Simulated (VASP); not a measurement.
# NiO (Fm-3m) in VASP: single point with PBEsol+U

Aim: the single point of NiO with PBEsol+U.

Everything below comes from runs of VASP 6.6.1. Logs are shortened: lines on timing, memory, paths and dates and some standing lists are left out, and cuts for length are marked.

## 1. The cell of the first run

It takes space group Fm-3m (No. 225, cubic). The conventional cell has a = 4.190 Å, b = 4.190 Å, c = 4.190 Å, α = 90.00°, β = 90.00°, γ = 90.00°. Within 2.8 Å of Ni (site symmetry m-3m) lie 6 O at 2.09 Å. O (site symmetry m-3m) has 6 Ni at 2.09 Å within 2.8 Å.

## 2. Single point, PBEsol+U, non-collinear spin, typed start, spin-orbit coupling

File INCAR:

```
PREC = Accurate
ENCUT = 700
EDIFF = 1E-6
ISMEAR = -1
SIGMA = 0.0989
LREAL = F
LASPH = T
NELM = 200
ALGO = Normal
ISIF = 2
LWAVE = F
LCHARG = F
MAGMOM = 0 1.414 1.414 0 0 0
LORBIT = 11
LSORBIT = T
GGA_COMPAT = F
LORBMOM = T
LMAXMIX = 4
LDAU = T
LDAUTYPE = 2
LDAUL = 2 -1
LDAUU = 1.56 0
LDAUJ = 0 0
LDAUPRINT = 1
GGA = PS
NBANDS = 36
```

File KPOINTS:

```
regular mesh
0
Gamma
  9 9 9
```

File POSCAR:

```
NiO
1.0
    0.0000000000      2.0949070000      2.0949070000
    2.0949070000      0.0000000000      2.0949070000
    2.0949070000      2.0949070000      0.0000000000
Ni O
1 1
Direct
    0.0000000000      0.0000000000      0.0000000000
    0.5000000000      0.5000000000      0.5000000000
```

Potentials or basis: VASP PAW PBE potentials, release 64 (Ni_sv_GW, O).

Launch:

```
cat potpaw_PBE.64/Ni_sv_GW/POTCAR potpaw_PBE.64/O/POTCAR > POTCAR
mpirun -np 1 vasp_ncl > vasp.out
```

OUTCAR:

```text
PREC = Accurate
   ENCUT = 700
   EDIFF = 1E-6
   ISMEAR = -1
   LREAL = F
   LASPH = T
   NELM = 200
   ISIF = 2
   LORBIT = 11
   LSORBIT = T
   GGA = PS

 ion  position               nearest neighbor table
   1  0.000  0.000  0.000-   2 2.09   2 2.09   2 2.09   2 2.09   2 2.09   2 2.09
   2  0.500  0.500  0.500-   1 2.09   1 2.09   1 2.09   1 2.09   1 2.09   1 2.09

  LATTYP: Found a face centered cubic cell.
 ALAT       =     4.1898140000

  Lattice vectors:

 A1 = (   0.0000000000,   2.0949070000,   2.0949070000)
 A2 = (   2.0949070000,   0.0000000000,   2.0949070000)
 A3 = (   2.0949070000,   2.0949070000,   0.0000000000)

Analysis of symmetry for initial positions (statically):
=====================================================================
 Subroutine PRICEL returns:
 Original cell was already a primitive cell.

 Routine SETGRP: Setting up the symmetry group for a
 face centered cubic supercell.

 Subroutine GETGRP returns: Found 48 space group operations
 (whereof 48 operations were pure point group operations)
 out of a pool of 48 trial point group operations.

The static configuration has the point symmetry O_h .

Analysis of symmetry for dynamics (positions and initial velocities):
=====================================================================
 Subroutine PRICEL returns:
 Original cell was already a primitive cell.

 Routine SETGRP: Setting up the symmetry group for a
 face centered cubic supercell.

 Subroutine GETGRP returns: Found 48 space group operations
 (whereof 48 operations were pure point group operations)
 out of a pool of 48 trial point group operations.

The dynamic configuration has the point symmetry O_h .

Analysis of structural, dynamic, and magnetic symmetry:
=====================================================================
 Subroutine PRICEL returns:
 Original cell was already a primitive cell.

 Routine SETGRP: Setting up the symmetry group for a
 face centered cubic supercell.

 Subroutine GETGRP returns: Found  4 space group operations
 (whereof  4 operations were pure point group operations)
 out of a pool of 48 trial point group operations.

The overall configuration has the point symmetry C_2h.

 Subroutine INISYM returns: Found  4 space group operations
 (whereof  4 operations are pure point group operations),
 and found     1 'primitive' translations

[... 1168 lines left out ...]
  ---------------------------------------------------
  free  energy   TOTEN  =       -12.6651568249 eV

  energy  without entropy=      -12.6570301451  energy(sigma->0) =      -12.66109349

 orbital moment (x)

 # of ion     p       d       f       tot
 ------------------------------------------------
  1         0.000   0.000  -0.000   0.000
  2         0.000   0.000   0.000   0.000
 ------------------------------------------------
            0.000   0.000  -0.000   0.000

 orbital moment (y)

 # of ion     p       d       f       tot
 ------------------------------------------------
  1         0.000   0.115   0.000   0.115
  2        -0.003   0.000   0.000  -0.003
 ------------------------------------------------
           -0.003   0.115   0.000   0.112

 orbital moment (z)

 # of ion     p       d       f       tot
 ------------------------------------------------
  1         0.000   0.115   0.000   0.115
  2        -0.003   0.000   0.000  -0.003
 ------------------------------------------------
           -0.003   0.115   0.000   0.112

 Spin-Orbit-Coupling matrix elements

 Ion:    1  E_soc:     -0.1210527
 l=   1
     0.0000000    -0.0159757    -0.0159768
    -0.0159757     0.0000000    -0.0159768
    -0.0159768    -0.0159768     0.0000000
 l=   2
     0.0000000    -0.0002158     0.0000000    -0.0002120    -0.0042156
    -0.0002158     0.0000000    -0.0026416    -0.0002158    -0.0008805
     0.0000000    -0.0026416     0.0000000    -0.0031669     0.0000000
    -0.0002120    -0.0002158    -0.0031669     0.0000000    -0.0010487
    -0.0042156    -0.0008805     0.0000000    -0.0010487     0.0000000
 l=   3
     0.0000000    -0.0000000     0.0000000     0.0000000     0.0000000     0.0000000    -0.0000000
    -0.0000000     0.0000000    -0.0000000     0.0000000    -0.0000000    -0.0000000    -0.0000000
     0.0000000    -0.0000000     0.0000000    -0.0000000     0.0000000    -0.0000000     0.0000000
     0.0000000     0.0000000    -0.0000000     0.0000000    -0.0000000     0.0000000     0.0000000
     0.0000000    -0.0000000     0.0000000    -0.0000000     0.0000000    -0.0000000     0.0000000
     0.0000000    -0.0000000    -0.0000000     0.0000000    -0.0000000     0.0000000    -0.0000000
    -0.0000000    -0.0000000     0.0000000     0.0000000     0.0000000    -0.0000000     0.0000000

 Ion:    2  E_soc:      0.0000128
 l=   1
     0.0000000    -0.0000008     0.0000036
    -0.0000008     0.0000000     0.0000036
     0.0000036     0.0000036     0.0000000
 l=   2
     0.0000000     0.0000000     0.0000000     0.0000000     0.0000000
     0.0000000     0.0000000     0.0000000     0.0000000     0.0000000
     0.0000000     0.0000000     0.0000000     0.0000000     0.0000000
     0.0000000     0.0000000     0.0000000     0.0000000     0.0000000
     0.0000000     0.0000000     0.0000000     0.0000000     0.0000000
 l=   3
     0.0000000     0.0000000     0.0000000     0.0000000     0.0000000     0.0000000     0.0000000
     0.0000000     0.0000000     0.0000000     0.0000000     0.0000000     0.0000000     0.0000000
     0.0000000     0.0000000     0.0000000     0.0000000     0.0000000     0.0000000     0.0000000
     0.0000000     0.0000000     0.0000000     0.0000000     0.0000000     0.0000000     0.0000000
     0.0000000     0.0000000     0.0000000     0.0000000     0.0000000     0.0000000     0.0000000
     0.0000000     0.0000000     0.0000000     0.0000000     0.0000000     0.0000000     0.0000000
     0.0000000     0.0000000     0.0000000     0.0000000     0.0000000     0.0000000     0.0000000

 total charge

# of ion       s       p       d       f       tot
--------------------------------------------------
    1        2.156   6.219   7.749   0.010  16.134
    2        1.542   3.429   0.000   0.000   4.971
--------------------------------------------------
tot          3.698   9.648   7.749   0.010  21.105

 magnetization (x)

# of ion       s       p       d       f       tot
--------------------------------------------------
    1        0.000   0.000   0.000   0.000   0.000
    2        0.000   0.000   0.000   0.000   0.000
--------------------------------------------------
tot          0.000   0.000   0.000   0.000   0.000

 magnetization (y)

# of ion       s       p       d       f       tot
--------------------------------------------------
    1        0.006   0.009   1.140   0.001   1.156
    2        0.020   0.182   0.000   0.000   0.202
--------------------------------------------------
tot          0.026   0.191   1.140   0.001   1.358

 magnetization (z)

# of ion       s       p       d       f       tot
--------------------------------------------------
    1        0.006   0.009   1.140   0.001   1.156
    2        0.020   0.182   0.000   0.000   0.202
--------------------------------------------------
tot          0.026   0.191   1.140   0.001   1.358
```

OSZICAR:

```text
N       E                     dE             d eps       ncg     rms          rms(c)
DAV:   1     0.399015348463E+03    0.39902E+03   -0.14841E+04 24312   0.548E+03
DAV:   2     0.239532029192E+02   -0.37506E+03   -0.35224E+03 25984   0.129E+03
DAV:   3    -0.159503518294E+02   -0.39904E+02   -0.38432E+02 29460   0.526E+02
DAV:   4    -0.174617653300E+02   -0.15114E+01   -0.15032E+01 28576   0.847E+01
DAV:   5    -0.174929989223E+02   -0.31234E-01   -0.31215E-01 25088   0.881E+00    0.175E+01
DAV:   6    -0.165186196941E+02    0.97438E+00   -0.38025E+01 23412   0.481E+02    0.249E+01
DAV:   7    -0.124096408891E+02    0.41090E+01   -0.20502E+01 22312   0.417E+02    0.561E+00
DAV:   8    -0.127116540736E+02   -0.30201E+00   -0.14025E+00 28640   0.328E+01    0.479E+00
DAV:   9    -0.126530573716E+02    0.58597E-01   -0.25840E-01 28624   0.527E+01    0.178E+00
DAV:  10    -0.126699351590E+02   -0.16878E-01   -0.14790E-01 27552   0.287E+01    0.231E+00
DAV:  11    -0.126623394941E+02    0.75957E-02   -0.30599E-02 28400   0.200E+01    0.736E-01
DAV:  12    -0.126650842141E+02   -0.27447E-02   -0.11390E-02 27920   0.502E+00    0.300E-01
DAV:  13    -0.126652710079E+02   -0.18679E-03   -0.80390E-04 27552   0.239E+00    0.969E-02
DAV:  14    -0.126650926156E+02    0.17839E-03   -0.55636E-04 28696   0.224E+00    0.699E-02
DAV:  15    -0.126651695749E+02   -0.76959E-04   -0.18035E-04 27680   0.816E-01    0.146E-02
DAV:  16    -0.126651581153E+02    0.11460E-04   -0.68018E-05 21344   0.129E-01    0.697E-03
DAV:  17    -0.126651567466E+02    0.13687E-05   -0.10583E-05 19424   0.552E-02    0.397E-03
DAV:  18    -0.126651568249E+02   -0.78253E-07   -0.18554E-06 16620   0.333E-02
   1 F= -.12665157E+02 E0= -.12661093E+02  d E =-.812668E-02  mag=     0.0000     1.3901     1.3901
```

Run time: 19 min. Hardware: 1 thread of AMD EPYC 7R43 (Zen 3), shared host; peak memory 0.44 GiB.

What came out:

```
Free energy                                           : -12.6652 eV
Pressure                                              : -4.0 GPa
Net moment                                            : 1.97 μB per cell
Valence electrons inside the program's atomic spheres : Ni 16.13; O 4.97
```

Moments on the atoms (μB; x, y, z):
```
Ni  0.00 1.16 1.16
O   0.00 0.20 0.20
```

Caveat: the cell stands under tension; the PAW data sets were made with another functional, which shifts forces and pressure a little; a cell with one magnetic atom can't hold antiferromagnetic order, which such compounds often take.
